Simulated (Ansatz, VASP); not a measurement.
One calculation of Al, two programs

```
Al
1.0
    -1.58054    1.58054    1.58054
     1.58054   -1.58054    1.58054
     1.58054    1.58054   -1.58054
Al
1
Cartesian
  0.0000 0.0000 0.0000
```

Alike in both runs: task single point; functional PBE; k mesh 12 × 12 × 12; occupations fermi-dirac, width 0.05 eV; no spin polarisation.

|  | VASP | Ansatz |
| --- | --- | --- |
| version | VASP 6.6.1 | Ansatz 0.2.0 |
| potentials or method | VASP PAW PBE potentials, release 64 (Al) | Ansatz PAW soft_1 |
| plane-wave cutoff (eV) | 500 | 420 |
| valence electrons in the cell | 3 | 3 |

```tsv
	VASP	Ansatz	Ansatz less VASP
gap on the k mesh at the Fermi level (eV)	none	none	-
pressure (GPa)	5.6	5.6	-0.01
```

A gap of «none» marks a metal or a gap that the smearing closes.
